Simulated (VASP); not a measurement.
# AgB2 (P6/mmm) in VASP: a series of runs, part 3 of 4

VASP 6.6.1. The steps go on from the part before.

## Step 4: Electric field gradients, PBEsol (equal xx and yy strain of +1 %)

Input file INCAR:

```
PREC = Accurate
ENCUT = 520
EDIFF = 1E-8
ISMEAR = -1
SIGMA = 0.05
LREAL = F
LASPH = T
NELM = 80
ALGO = Normal
ISIF = 2
LWAVE = F
LCHARG = F
GGA = PS
LEFG = T
NBANDS = 16
```

Input file KPOINTS:

```
Automatic mesh
0
Gamma
  16 16 13
```

Input file POSCAR:

```
AgB2
1.0
    3.0300016569      0.0000000000      0.0000000000
   -1.5150008285      2.6240584084      0.0000000000
    0.0000000000      0.0000000000      3.2400000000
Ag B
1 2
Direct
    0.0000000000      0.0000000000      0.0000000000
    0.3333333333      0.6666666667      0.5000000000
    0.6666666667      0.3333333333      0.5000000000
```

Potentials or basis: VASP PAW PBE potentials, release 64 (Ag, B).

Launch:

```
$ cat potpaw_PBE.64/Ag/POTCAR potpaw_PBE.64/B/POTCAR > POTCAR
$ mpirun -np 1 vasp_std > vasp.out
```

OUTCAR:

```text
PREC = Accurate
   ENCUT = 520
   EDIFF = 1E-8
   ISMEAR = -1
   LREAL = F
   LASPH = T
   NELM = 80
   ISIF = 2
   GGA = PS

 ion  position               nearest neighbor table
   1  0.000  0.000  0.000-   2 2.38   3 2.38   2 2.38   3 2.38   3 2.38   3 2.38   2 2.38   2 2.38
                             3 2.38   3 2.38   2 2.38   2 2.38
   2  0.333  0.667  0.500-   3 1.75   3 1.75   3 1.75   1 2.38   1 2.38   1 2.38   1 2.38   1 2.38
                             1 2.38
   3  0.667  0.333  0.500-   2 1.75   2 1.75   2 1.75   1 2.38   1 2.38   1 2.38   1 2.38   1 2.38
                             1 2.38

  LATTYP: Found a hexagonal cell.
 ALAT       =     3.0300016569
 C/A-ratio  =     1.0693063460

  Lattice vectors:

 A1 = (   3.0300016569,   0.0000000000,   0.0000000000)
 A2 = (  -1.5150008285,   2.6240584084,   0.0000000000)
 A3 = (   0.0000000000,   0.0000000000,   3.2400000000)

Analysis of symmetry for initial positions (statically):
=====================================================================
 Subroutine PRICEL returns:
 Original cell was already a primitive cell.

 Routine SETGRP: Setting up the symmetry group for a
 hexagonal supercell.

 Subroutine GETGRP returns: Found 24 space group operations
 (whereof 24 operations were pure point group operations)
 out of a pool of 24 trial point group operations.

The static configuration has the point symmetry D_6h.

Analysis of symmetry for dynamics (positions and initial velocities):
=====================================================================
 Subroutine PRICEL returns:
 Original cell was already a primitive cell.

 Routine SETGRP: Setting up the symmetry group for a
 hexagonal supercell.

 Subroutine GETGRP returns: Found 24 space group operations
 (whereof 24 operations were pure point group operations)
 out of a pool of 24 trial point group operations.

The dynamic configuration has the point symmetry D_6h.

 Subroutine INISYM returns: Found 24 space group operations
 (whereof 24 operations are pure point group operations),
 and found     1 'primitive' translations

----------------------------------------------------------------------------------------

                                     Primitive cell

  volume of cell :      25.7609

  direct lattice vectors                    reciprocal lattice vectors
     3.030001657  0.000000000  0.000000000     0.330032823  0.190544539  0.000000000
    -1.515000829  2.624058408  0.000000000     0.000000000  0.381089078  0.000000000
     0.000000000  0.000000000  3.240000000     0.000000000  0.000000000  0.308641975

  length of vectors
     3.030001657  3.030001657  3.240000000     0.381089078  0.381089078  0.308641975

  position of ions in fractional coordinates (direct lattice)
     0.000000000  0.000000000  0.000000000
     0.333333333  0.666666667  0.500000000
     0.666666667  0.333333333  0.500000000

  ion indices of the primitive-cell ions
[... 80 lines left out ...]
   IBRION =     -1    ionic relax: 0-MD 1-quasi-New 2-CG
   NFREE  =      0    steps in history (QN), initial steepest desc. (CG)
   ISIF   =      2    stress and relaxation
   ISYM   =      2    0-nonsym 1-usesym 2-fastsym
   POTIM  = 0.5000    time-step for ionic-motion
   TEBEG  =    0.0;   TEEND  =   0.0 temperature during run
   PSTRESS=    0.0 pullay stress
   NELECT =      17.0000    total number of electrons
   NUPDOWN=      -1.0000    fix difference up-down
   EMIN   =  10.00;   EMAX   =-10.00  energy-range for DOS
   EFERMI =   0.00;   METHOD = LEGACY
   ISMEAR =    -1;   SIGMA  =   0.05  broadening in eV -4-tet -1-fermi 0-gaus
   EFERMI_NEDOS =   21; number of points for ismear=-14 and -15
   IALGO  =     38    algorithm
   IMIX   =      4    mixing-type and parameters
     AMIX     =   0.40;   BMIX     =  1.00
     AMIX_MAG =   1.60;   BMIX_MAG =  1.00
  volume/ion in A,a.u.               =       8.59        57.95
  Fermi-wavevector in a.u.,A,eV,Ry     =   1.425293  2.693412 27.639675  2.031459
  Thomas-Fermi vector in A             =   2.545692
   LORBIT       =      0    0 simple, 1 ext, 2 COOP (PROOUT), +10 PAW based schemes
   GGA     = PS    functional components
   LHFCALC =     F    Hartree Fock is set to
   AEXX    =    0.0000 exact exchange contribution
   IVDW    =     0    specifies the selected vdW correction
   LEPSILON=     F    determine dielectric tensor
   LRPA    =     F    only Hartree local field effects (RPA)
 non-spin polarized calculation
  energy-cutoff  :      520.00
  volume of cell :       25.76
 maximum number of plane-waves:       721
 NGX is ok and might be reduce to    24
   NGX = 11   NGY = 11   NGZ = 13

 number of electron      16.9999996 magnetization

 Free energy of the ion-electron system (eV)
  ---------------------------------------------------
  ext. energy  EPLUGINS =         0.00000000
  ---------------------------------------------------
  free energy    TOTEN  =       -14.91756464 eV

  energy without entropy =      -14.90581944  energy(sigma->0) =      -14.91169204

 E-fermi :  10.3706     XC(G=0): -13.3215

 val. band max:       10.3636122553   @ k =   0.3750   0.0000   0.3846
 cond. band min:      10.3730932211   @ k =   0.1875   0.0000   0.3846
 fundamental gap:      0.0094809658
 Fermi energy:        10.3706356807

 k-point     1 :       0.0000    0.0000    0.0000
  band No.  band energies     occupation
      1      -3.8784      2.00000
      2       3.3131      2.00000
      3       3.7972      2.00000
      4       3.7972      2.00000
      5       5.3298      2.00000
      6       5.3298      2.00000
[... 433 lines left out ...]
      3       3.3320      2.00000
      4       3.5279      2.00000
      5       4.7593      2.00000
      6       5.1323      2.00000
[... 8 lines left out ...]
     15      24.4175      0.00000
     16      25.5617      0.00000

 [... further k-points ...]
[... 5 lines left out ...]
  --------------------------------------------------------------------------------------
  -------------------------------------------------------------------------------------
  Total        4.6323763      4.6323763      9.8618006     -0.0000000      0.0000000      0.0000000
  in kB      288.1064900    288.1064900    613.3458421     -0.0000000      0.0000000      0.0000000
  external PRESSURE =     396.5196074 kB  Pullay stress =       0.0000000 kB

 VOLUME and BASIS-vectors are now :
 -----------------------------------------------------------------------------
  energy-cutoff  :      520.00
  volume of cell :       25.76
      direct lattice vectors                 reciprocal lattice vectors
     3.030001657  0.000000000  0.000000000     0.330032823  0.190544539  0.000000000
    -1.515000829  2.624058408  0.000000000     0.000000000  0.381089078  0.000000000
     0.000000000  0.000000000  3.240000000     0.000000000  0.000000000  0.308641975

 POSITION                                       TOTAL-FORCE (eV/Angst)
 -----------------------------------------------------------------------------------
      0.00000      0.00000      0.00000         0.000000      0.000000      0.000000
     -0.00000      1.74937      1.62000        -0.000000      0.000000      0.000000
      1.51500      0.87469      1.62000        -0.000000     -0.000000     -0.000000
 -----------------------------------------------------------------------------------
    total drift:                               -0.000000      0.000000      0.000000

  FREE ENERGIE OF THE ION-ELECTRON SYSTEM (eV)
  ---------------------------------------------------
  free  energy   TOTEN  =       -14.9175646424 eV

  energy  without entropy=      -14.9058194427  energy(sigma->0) =      -14.91169204

 Electric field gradients (V/A^2)
---------------------------------------------------------------------
 ion       V_xx      V_yy      V_zz      V_xy      V_xz      V_yz
---------------------------------------------------------------------
   1      35.052    35.052   -70.104     0.000    -0.000    -0.000
   2     -14.557   -14.557    29.115    -0.000     0.000    -0.000
   3     -14.557   -14.557    29.115    -0.000     0.000     0.000
---------------------------------------------------------------------

 Electric field gradients after diagonalization (V/A^2)
 (convention: |V_zz| > |V_xx| > |V_yy|)
----------------------------------------------------------------------
 ion       V_xx      V_yy      V_zz     asymmetry (V_yy - V_xx)/ V_zz
----------------------------------------------------------------------
   1      35.052    35.052   -70.104       0.000
   2     -14.557   -14.557    29.115       0.000
   3     -14.557   -14.557    29.115       0.000
----------------------------------------------------------------------

           NMR quadrupolar parameters

 Cq : quadrupolar parameter    Cq=e*Q*V_zz/h
 eta: asymmetry parameters     (V_yy - V_xx)/ V_zz
 Q  : nuclear electric quadrupole moment in mb (millibarn)
----------------------------------------------------------------------
 ion       Cq(MHz)       eta       Q (mb)
----------------------------------------------------------------------
   1      -0.170       0.000       1.000
   2       0.070       0.000       1.000
   3       0.070       0.000       1.000
----------------------------------------------------------------------
```

OSZICAR:

```text
N       E                     dE             d eps       ncg     rms          rms(c)
DAV:   1     0.678257333156E+02    0.67826E+02   -0.79011E+03  6808   0.984E+02
DAV:   2    -0.174175859226E+02   -0.85243E+02   -0.77998E+02  8816   0.227E+02
DAV:   3    -0.190769737547E+02   -0.16594E+01   -0.16543E+01  7392   0.322E+01
DAV:   4    -0.190810095390E+02   -0.40358E-02   -0.40355E-02  9048   0.171E+00
DAV:   5    -0.190810331877E+02   -0.23649E-04   -0.23648E-04  7528   0.126E-01    0.182E+01
DAV:   6    -0.152398224585E+02    0.38412E+01   -0.82432E+00  7848   0.454E+01    0.161E+01
DAV:   7    -0.149797275426E+02    0.26009E+00   -0.14768E+00  7144   0.136E+01    0.777E+00
DAV:   8    -0.149203904910E+02    0.59337E-01   -0.10187E-01  8600   0.270E+00    0.159E+00
DAV:   9    -0.149185275555E+02    0.18629E-02   -0.49020E-03  7744   0.953E-01    0.170E-01
DAV:  10    -0.149175612285E+02    0.96633E-03   -0.15572E-03  7472   0.374E-01    0.656E-02
DAV:  11    -0.149175645887E+02   -0.33602E-05   -0.84212E-05  7592   0.746E-02    0.113E-02
DAV:  12    -0.149175647327E+02   -0.14399E-06   -0.17761E-06  8736   0.168E-02    0.328E-03
DAV:  13    -0.149175646466E+02    0.86080E-07   -0.25416E-07  7464   0.589E-03    0.820E-04
DAV:  14    -0.149175646424E+02    0.41957E-08   -0.12095E-08  5808   0.857E-04
   1 F= -.14917565E+02 E0= -.14911692E+02  d E =-.117452E-01
```

Run time: 49 s. Hardware: 1 thread of Intel Xeon Platinum 8259CL at 2.50GHz (Skylake/Cascade Lake), shared host; peak memory 0.2 GiB.

What came out:

```
Free energy : -14.9176 eV
Pressure    : 39.7 GPa
```

Stress tensor (GPa, compression positive):
```
28.81  0.00  0.00
 0.00 28.81  0.00
 0.00  0.00 61.33
```

Levels at points of the mesh, in eV from the Fermi level:
| k point | band 6 | band 7 | band 8 | band 9 | band 10 | band 11 |
| --- | --- | --- | --- | --- | --- | --- |
| (0.00, 0.00, 0.00) | -5.04 | -3.09 | 1.06 | 1.06 | 5.41 | 5.41 |
| (0.50, 0.00, 0.00) | -4.54 | -3.34 | -3.32 | 2.93 | 4.24 | 6.12 |

Electric field gradients, principal values (V/Å²):
| atom | least | middle | greatest (by size) |
| --- | --- | --- | --- |
| 1 Ag | 35.052 | 35.052 | -70.104 |
| 2 B | -14.557 | -14.557 | 29.115 |
| 3 B | -14.557 | -14.557 | 29.115 |

Caveat: the cell differs from its parent crystal (equal xx and yy strain of +1 %); without QUAD_EFG the Cq values of the log hold for a quadrupole moment of 1 mb, not for the nuclei; the PAW data sets were made with another functional, which shifts forces and pressure a little.

## Step 5: Electric field gradients, PBEsol (volume scaled by 1.02)

Input file INCAR:

```
PREC     = Accurate       # precision mode
ENCUT    = 520            # plane-wave cutoff, eV
EDIFF    = 1E-8           # SCF threshold, eV
ISMEAR   = -1             # smearing method
SIGMA    = 0.05           # smearing width, eV
LREAL    = F              # projectors in reciprocal space
LASPH    = T              # aspherical terms in the spheres
NELM     = 80             # most SCF steps
ALGO     = Normal         # electronic algorithm
ISIF     = 2              # what is computed and relaxed
LWAVE    = F              # write WAVECAR
LCHARG   = F              # write CHGCAR
GGA      = PS             # functional
LEFG     = T            
NBANDS   = 16             # bands
```

Input file KPOINTS:

```
regular mesh
0
Gamma
  16 16 13
```

Input file POSCAR:

```
AgB2
1.0
    3.0198697800      0.0000000000      0.0000000000
   -1.5099348901      2.6152839457      0.0000000000
    0.0000000000      0.0000000000      3.2614575790
Ag B
1 2
Direct
    0.0000000000      0.0000000000      0.0000000000
    0.3333333333      0.6666666667      0.5000000000
    0.6666666667      0.3333333333      0.5000000000
```

Potentials or basis: VASP PAW PBE potentials, release 64 (Ag, B).

Launch:

```
$ cat potpaw_PBE.64/Ag/POTCAR potpaw_PBE.64/B/POTCAR > POTCAR
$ mpirun -np 1 vasp_std > vasp.out
```

OUTCAR:

```text
PREC = Accurate
   ENCUT = 520
   EDIFF = 1E-8
   ISMEAR = -1
   LREAL = F
   LASPH = T
   NELM = 80
   ISIF = 2
   GGA = PS

 ion  position               nearest neighbor table
   1  0.000  0.000  0.000-   2 2.39   3 2.39   2 2.39   3 2.39   3 2.39   3 2.39   2 2.39   2 2.39
                             3 2.39   3 2.39   2 2.39   2 2.39
   2  0.333  0.667  0.500-   3 1.74   3 1.74   3 1.74   1 2.39   1 2.39   1 2.39   1 2.39   1 2.39
                             1 2.39
   3  0.667  0.333  0.500-   2 1.74   2 1.74   2 1.74   1 2.39   1 2.39   1 2.39   1 2.39   1 2.39
                             1 2.39

  LATTYP: Found a hexagonal cell.
 ALAT       =     3.0198697800
 C/A-ratio  =     1.0799994094

  Lattice vectors:

 A1 = (   3.0198697800,   0.0000000000,   0.0000000000)
 A2 = (  -1.5099348901,   2.6152839457,   0.0000000000)
 A3 = (   0.0000000000,   0.0000000000,   3.2614575790)

Analysis of symmetry for initial positions (statically):
[... 657 lines left out ...]
     0.000000000  0.000000000  3.261457579     0.000000000  0.000000000  0.306611377

 POSITION                                       TOTAL-FORCE (eV/Angst)
 -----------------------------------------------------------------------------------
      0.00000      0.00000      0.00000         0.000000      0.000000      0.000000
     -0.00000      1.74352      1.63073        -0.000000      0.000000      0.000000
      1.50993      0.87176      1.63073         0.000000     -0.000000     -0.000000
 -----------------------------------------------------------------------------------
    total drift:                               -0.000000      0.000000     -0.000000

  FREE ENERGIE OF THE ION-ELECTRON SYSTEM (eV)
  ---------------------------------------------------
  free  energy   TOTEN  =       -14.9509229865 eV

  energy  without entropy=      -14.9390553574  energy(sigma->0) =      -14.94498917

 Electric field gradients (V/A^2)
---------------------------------------------------------------------
 ion       V_xx      V_yy      V_zz      V_xy      V_xz      V_yz
---------------------------------------------------------------------
   1      35.744    35.744   -71.487     0.000    -0.000     0.000
   2     -14.632   -14.632    29.264    -0.000     0.000    -0.000
   3     -14.632   -14.632    29.264    -0.000     0.000     0.000
---------------------------------------------------------------------

 Electric field gradients after diagonalization (V/A^2)
 (convention: |V_zz| > |V_xx| > |V_yy|)
----------------------------------------------------------------------
 ion       V_xx      V_yy      V_zz     asymmetry (V_yy - V_xx)/ V_zz
----------------------------------------------------------------------
   1      35.744    35.743   -71.487       0.000
   2     -14.632   -14.632    29.264       0.000
   3     -14.632   -14.632    29.264       0.000
----------------------------------------------------------------------

           NMR quadrupolar parameters

 Cq : quadrupolar parameter    Cq=e*Q*V_zz/h
 eta: asymmetry parameters     (V_yy - V_xx)/ V_zz
 Q  : nuclear electric quadrupole moment in mb (millibarn)
----------------------------------------------------------------------
 ion       Cq(MHz)       eta       Q (mb)
----------------------------------------------------------------------
   1      -0.173       0.000       1.000
   2       0.071       0.000       1.000
   3       0.071       0.000       1.000
----------------------------------------------------------------------
```

OSZICAR:

```text
N       E                     dE             d eps       ncg     rms          rms(c)
DAV:   1     0.678023029584E+02    0.67802E+02   -0.79205E+03  6800   0.985E+02
DAV:   2    -0.174910845301E+02   -0.85293E+02   -0.77986E+02  8736   0.226E+02
DAV:   3    -0.191734881026E+02   -0.16824E+01   -0.16767E+01  7384   0.324E+01
DAV:   4    -0.191777140890E+02   -0.42260E-02   -0.42256E-02  9200   0.174E+00
DAV:   5    -0.191777385536E+02   -0.24465E-04   -0.24464E-04  7408   0.129E-01    0.181E+01
DAV:   6    -0.152787905395E+02    0.38989E+01   -0.83124E+00  7840   0.456E+01    0.161E+01
DAV:   7    -0.150129079004E+02    0.26588E+00   -0.15008E+00  7104   0.138E+01    0.772E+00
DAV:   8    -0.149537660845E+02    0.59142E-01   -0.10313E-01  8536   0.272E+00    0.161E+00
DAV:   9    -0.149519095939E+02    0.18565E-02   -0.48978E-03  7784   0.955E-01    0.171E-01
DAV:  10    -0.149509198497E+02    0.98974E-03   -0.16085E-03  7464   0.382E-01    0.671E-02
DAV:  11    -0.149509229625E+02   -0.31127E-05   -0.87235E-05  7600   0.772E-02    0.114E-02
DAV:  12    -0.149509230834E+02   -0.12094E-06   -0.19896E-06  8768   0.182E-02    0.334E-03
DAV:  13    -0.149509229919E+02    0.91475E-07   -0.26916E-07  7496   0.605E-03    0.769E-04
DAV:  14    -0.149509229865E+02    0.53863E-08   -0.12196E-08  5816   0.874E-04
   1 F= -.14950923E+02 E0= -.14944989E+02  d E =-.118676E-01
```

Wall time 2 min (1 thread of AMD EPYC 7R43 (Zen 3), shared host); peak memory 0.17 GiB.

What came out:

* Free energy: -14.9509 eV
* Pressure: 39.9 GPa

Stress tensor (GPa, compression positive):
```
29.49  0.00  0.00
 0.00 29.49  0.00
 0.00  0.00 60.66
```

Levels at points of the mesh, in eV from the Fermi level:
```csv
k point,band 5,band 6,band 7,band 8,band 9,band 10,band 11,band 12
"(0.00, 0.00, 0.00)",-5.02,-5.02,-3.20,1.07,1.07,5.51,5.52,5.52
"(0.50, 0.00, 0.00)",-5.31,-4.49,-3.29,-3.27,2.88,4.22,6.02,6.20
```

Electric field gradients, principal values (V/Å²):
```tsv
atom	least	middle	greatest (by size)
1 Ag	35.743	35.744	-71.487
2 B	-14.632	-14.632	29.264
3 B	-14.632	-14.632	29.264
```

Caveat: without QUAD_EFG the Cq values of the log hold for a quadrupole moment of 1 mb, not for the nuclei; the PAW data sets were made with another functional, which shifts forces and pressure a little.

(Part 3 of 4 ends here.)
